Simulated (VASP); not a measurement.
# SiC (F-43m) in VASP: further runs

The runs below take SiC through single point, with PBEsol, HSE06.

Program: VASP 6.6.1. These are calculated values, not measurements. Logs are shortened: lines on timing, memory, paths and dates and some standing lists are left out, and cuts for length are marked.

## Step 1: The cell of the first run

It takes space group F-43m (No. 216, cubic). Conventional cell: a = 4.356 Å, b = 4.356 Å, c = 4.356 Å, α = 90.00°, β = 90.00°, γ = 90.00°. Within 2.5 Å of Si (site symmetry -43m) lie 4 C at 1.89 Å. Within 2.5 Å of C (site symmetry -43m) lie 4 Si at 1.89 Å.

## Step 2: Single point, PBEsol

INCAR

```
SYSTEM = SiC
ALGO     = Normal         ! electronic algorithm
EDIFF    = 1E-7           ! SCF threshold, eV
ENCUT    = 520            ! plane-wave cutoff, eV
GGA      = PS             ! functional
ISIF     = 2              ! what is computed and relaxed
ISMEAR   = 0              ! smearing method
LASPH    = .TRUE.         ! aspherical terms in the spheres
LCHARG   = .TRUE.         ! write CHGCAR
LELF     = .TRUE.         ! ELF
LREAL    = .FALSE.        ! projectors in reciprocal space
LVHAR    = .TRUE.       
LWAVE    = .FALSE.        ! write WAVECAR
NBANDS   = 11             ! bands
NELM     = 80             ! most SCF steps
PREC     = Accurate       ! precision mode
SIGMA    = 0.01           ! smearing width, eV
```

KPOINTS

```
k-points
0
G
  8 8 8
  0 0 0
```

POSCAR

```
SiC
1.0
    0.0000000000      2.1780523476      2.1780523476
    2.1780523476      0.0000000000      2.1780523476
    2.1780523476      2.1780523476      0.0000000000
Si C
1 1
Direct
    0.0000000000      0.0000000000      0.0000000000
    0.2500000000      0.2500000000      0.2500000000
```

Potentials or basis: VASP PAW PBE potentials, release 64 (Si, C).

The run is started by

```
> cat potpaw_PBE.64/Si/POTCAR potpaw_PBE.64/C/POTCAR > POTCAR
> mpirun -np 1 vasp_std > vasp.out
```

OUTCAR:

```text
SYSTEM = SiC
   EDIFF = 1E-7
   ENCUT = 520
   GGA = PS
   ISIF = 2
   ISMEAR = 0
   LASPH = .TRUE.
   LREAL = .FALSE.
   NELM = 80
   PREC = Accurate

 ion  position               nearest neighbor table
   1  0.000  0.000  0.000-   2 1.89   2 1.89   2 1.89   2 1.89
   2  0.250  0.250  0.250-   1 1.89   1 1.89   1 1.89   1 1.89

  LATTYP: Found a face centered cubic cell.
 ALAT       =     4.3561046952

  Lattice vectors:

 A1 = (   0.0000000000,   2.1780523476,   2.1780523476)
 A2 = (   2.1780523476,   0.0000000000,   2.1780523476)
 A3 = (   2.1780523476,   2.1780523476,   0.0000000000)

Analysis of symmetry for initial positions (statically):
=====================================================================
 Subroutine PRICEL returns:
 Original cell was already a primitive cell.

 Routine SETGRP: Setting up the symmetry group for a
 face centered cubic supercell.

 Subroutine GETGRP returns: Found 24 space group operations
 (whereof 24 operations were pure point group operations)
 out of a pool of 48 trial point group operations.

The static configuration has the point symmetry T_d .

Analysis of symmetry for dynamics (positions and initial velocities):
=====================================================================
 Subroutine PRICEL returns:
 Original cell was already a primitive cell.

 Routine SETGRP: Setting up the symmetry group for a
 face centered cubic supercell.

 Subroutine GETGRP returns: Found 24 space group operations
 (whereof 24 operations were pure point group operations)
 out of a pool of 48 trial point group operations.

The dynamic configuration has the point symmetry T_d .

 Subroutine INISYM returns: Found 24 space group operations
 (whereof 24 operations are pure point group operations),
 and found     1 'primitive' translations

----------------------------------------------------------------------------------------

                                     Primitive cell

  volume of cell :      20.6650

  direct lattice vectors                    reciprocal lattice vectors
     0.000000000  2.178052348  2.178052348    -0.229562894  0.229562894  0.229562894
     2.178052348  0.000000000  2.178052348     0.229562894 -0.229562894  0.229562894
     2.178052348  2.178052348  0.000000000     0.229562894  0.229562894 -0.229562894

  length of vectors
     3.080231170  3.080231170  3.080231170     0.397614596  0.397614596  0.397614596

  position of ions in fractional coordinates (direct lattice)
     0.000000000  0.000000000  0.000000000
     0.250000000  0.250000000  0.250000000

[... 85 lines left out ...]
   TEBEG  =    0.0;   TEEND  =   0.0 temperature during run
   PSTRESS=    0.0 pullay stress
   NELECT =       8.0000    total number of electrons
   NUPDOWN=      -1.0000    fix difference up-down
   EMIN   =  10.00;   EMAX   =-10.00  energy-range for DOS
   EFERMI =   0.00;   METHOD = LEGACY
   ISMEAR =     0;   SIGMA  =   0.01  broadening in eV -4-tet -1-fermi 0-gaus
   EFERMI_NEDOS =   21; number of points for ismear=-14 and -15
   IALGO  =     38    algorithm
   IMIX   =      4    mixing-type and parameters
     AMIX     =   0.40;   BMIX     =  1.00
     AMIX_MAG =   1.60;   BMIX_MAG =  1.00
  volume/ion in A,a.u.               =      10.33        69.73
  Fermi-wavevector in a.u.,A,eV,Ry     =   1.193145  2.254717 19.369182  1.423595
  Thomas-Fermi vector in A             =   2.329166
   LORBIT       =      0    0 simple, 1 ext, 2 COOP (PROOUT), +10 PAW based schemes
   GGA     = PS    functional components
   LHFCALC =     F    Hartree Fock is set to
   AEXX    =    0.0000 exact exchange contribution
   IVDW    =     0    specifies the selected vdW correction
   LEPSILON=     F    determine dielectric tensor
   LRPA    =     F    only Hartree local field effects (RPA)
 non-spin polarized calculation
 Gauss-broadening in eV      SIGMA  =   0.01
  energy-cutoff  :      520.00
  volume of cell :       20.66
 maximum number of plane-waves:       568
   NGX = 11   NGY = 11   NGZ = 11

 number of electron       8.0000001 magnetization

 Free energy of the ion-electron system (eV)
  ---------------------------------------------------
  ext. energy  EPLUGINS =         0.00000000
  ---------------------------------------------------
  free energy    TOTEN  =       -15.91377960 eV

  energy without entropy =      -15.91377960  energy(sigma->0) =      -15.91377960

 E-fermi :   8.1786     XC(G=0): -11.5103

 val. band max:        8.0723182545   @ k =   0.0000   0.0000   0.0000
 cond. band min:       9.3039817094   @ k =   0.5000   0.5000   0.0000
 fundamental gap:      1.2316634549
 Fermi energy:         8.1786442965

 k-point     1 :       0.0000    0.0000    0.0000
  band No.  band energies     occupation
      1      -7.3626      2.00000
      2       8.0723      2.00000
      3       8.0723      2.00000
      4       8.0723      2.00000
      5      14.2745      0.00000
      6      15.3229      0.00000
      7      15.3229      0.00000
      8      15.3229      0.00000
      9      22.5353      0.00000
     10      22.5353      0.00000
     11      24.3542      0.00000
[... 309 lines left out ...]
 k-point    24 :      -0.3750    0.2500    0.1250
  band No.  band energies     occupation
      1      -3.0987      2.00000
      2       0.1848      2.00000
      3       4.3347      2.00000
      4       5.7869      2.00000
      5      13.2218      0.00000
      6      15.2731      0.00000
      7      18.1644      0.00000
      8      19.0051      0.00000
      9      21.4059      0.00000
     10      24.2085      0.00000
     11      27.2542      0.00000

 [... further k-points ...]

------------------------ aborting loop because EDIFF is reached ----------------------------------------

  FORCE on cell =-STRESS in cart. coord.  units (eV):
  Direction    XX          YY          ZZ          XY          YZ          ZX
  --------------------------------------------------------------------------------------
  -------------------------------------------------------------------------------------
  Total        0.0604388      0.0604388      0.0604388      0.0000000     -0.0000000     -0.0000000
  in kB        4.6858845      4.6858845      4.6858845      0.0000000     -0.0000000     -0.0000000
  external PRESSURE =       4.6858845 kB  Pullay stress =       0.0000000 kB

 VOLUME and BASIS-vectors are now :
 -----------------------------------------------------------------------------
  energy-cutoff  :      520.00
  volume of cell :       20.66
      direct lattice vectors                 reciprocal lattice vectors
     0.000000000  2.178052348  2.178052348    -0.229562894  0.229562894  0.229562894
     2.178052348  0.000000000  2.178052348     0.229562894 -0.229562894  0.229562894
     2.178052348  2.178052348  0.000000000     0.229562894  0.229562894 -0.229562894

 POSITION                                       TOTAL-FORCE (eV/Angst)
 -----------------------------------------------------------------------------------
      0.00000      0.00000      0.00000        -0.000000     -0.000000     -0.000000
      1.08903      1.08903      1.08903         0.000000      0.000000      0.000000
 -----------------------------------------------------------------------------------
    total drift:                                0.000000      0.000000      0.000000

  FREE ENERGIE OF THE ION-ELECTRON SYSTEM (eV)
  ---------------------------------------------------
  free  energy   TOTEN  =       -15.9137796028 eV

  energy  without entropy=      -15.9137796028  energy(sigma->0) =      -15.91377960
```

OSZICAR:

```text
N       E                     dE             d eps       ncg     rms          rms(c)
DAV:   1     0.210774639928E+01    0.21077E+01   -0.39456E+03   670   0.607E+02
DAV:   2    -0.171372616540E+02   -0.19245E+02   -0.18515E+02   833   0.108E+02
DAV:   3    -0.177135411841E+02   -0.57628E+00   -0.57497E+00   782   0.154E+01
DAV:   4    -0.177158080064E+02   -0.22668E-02   -0.22667E-02   741   0.120E+00
DAV:   5    -0.177158184334E+02   -0.10427E-04   -0.10427E-04   785   0.751E-02    0.875E+00
DAV:   6    -0.159942277574E+02    0.17216E+01   -0.60456E+00   716   0.109E+01    0.393E+00
DAV:   7    -0.159283855767E+02    0.65842E-01   -0.36973E-01   775   0.343E+00    0.177E+00
DAV:   8    -0.159139394454E+02    0.14446E-01   -0.20706E-02   731   0.918E-01    0.164E-01
DAV:   9    -0.159137340852E+02    0.20536E-03   -0.16454E-03   782   0.216E-01    0.110E-01
DAV:  10    -0.159137791660E+02   -0.45081E-04   -0.12065E-04   737   0.694E-02    0.250E-02
DAV:  11    -0.159137793200E+02   -0.15403E-06   -0.12309E-05   773   0.191E-02    0.589E-03
DAV:  12    -0.159137795787E+02   -0.25874E-06   -0.73397E-07   734   0.515E-03    0.663E-04
DAV:  13    -0.159137796028E+02   -0.24061E-07   -0.19290E-08   439   0.955E-04
   1 F= -.15913780E+02 E0= -.15913780E+02  d E =-.263600E-53
```

It took 4.5 s on 1 thread of Intel Xeon Platinum 8488C (Sapphire Rapids), shared host; peak memory 0.13 GiB.

Results:

```yaml
Free_energy: -15.9138 eV
Pressure: 0.5 GPa
Band_gap_on_the_k_mesh: 1.23 eV, indirect (least direct gap 4.44 eV)
```

Caveat: the PAW data sets were made with another functional, which shifts forces and pressure a little.

## Step 3: Single point, HSE06

POSCAR is that of step 2.

INCAR.step1

```
SYSTEM = SiC
  PREC = Accurate
  ENCUT = 520
  EDIFF = 1E-5
  ISMEAR = 0
  SIGMA = 0.01
  LREAL = .False.
  LASPH = .True.
  NELM = 60
  ALGO = Normal
  ISIF = 2
  LWAVE = .True.
  GGA = PE
  NBANDS = 11
```

INCAR.step2

```
SYSTEM = SiC
  PREC = Accurate
  ENCUT = 520
  EDIFF = 1E-6
  ISMEAR = 0
  SIGMA = 0.01
  LREAL = .False.
  LASPH = .True.
  NELM = 60
  ALGO = Normal
  ISIF = 2
  LWAVE = .False.
  LCHARG = .True.
  GGA = PE
  LHFCALC = .True.
  HFSCREEN = 0.2079
  PRECFOCK = Normal
  LELF = .True.
  LVHAR = .True.
  ISTART = 1
  NBANDS = 11
```

KPOINTS

```
regular mesh
0
Gamma
  4 4 4
  0 0 0
```

Potentials or basis: VASP PAW PBE potentials, release 64 (Si, C).

The run is started by

```
> cat potpaw_PBE.64/Si/POTCAR potpaw_PBE.64/C/POTCAR > POTCAR
> cp INCAR.step1 INCAR
> mpirun -np 1 vasp_std > vasp.out
> cp INCAR.step2 INCAR
> mpirun -np 1 vasp_std > vasp.out
```

Run time: 47 s. Hardware: 1 thread of Intel Xeon Platinum 8488C (Sapphire Rapids), shared host; peak memory 0.23 GiB.

The run converged. Its results:

```yaml
Free_energy: -17.3102 eV
Pressure: -1.2 GPa
Band_gap_on_the_k_mesh: 2.24 eV, indirect (least direct gap 5.75 eV)
```

Levels at points of the mesh, in eV from the valence-band top:
| k point | band 1 | band 2 | band 3 | band 4 | band 5 | band 6 | band 7 | band 8 | band 9 |
| --- | --- | --- | --- | --- | --- | --- | --- | --- | --- |
| (0.00, 0.00, 0.00) | -16.99 | 0.00 | 0.00 | 0.00 | 7.59 | 8.58 | 8.58 | 8.58 | 16.07 |
| (0.50, 0.00, 0.00) | -13.13 | -9.36 | -1.16 | -1.16 | 6.66 | 8.47 | 8.47 | 11.56 | 17.92 |
| (0.50, 0.50, 0.00) | -11.56 | -8.54 | -3.51 | -3.51 | 2.24 | 5.38 | 15.95 | 15.95 | 16.79 |

Caveat: the k points lie up to 0.62 Å⁻¹ apart; the PAW data sets were made with another functional, which shifts forces and pressure a little.
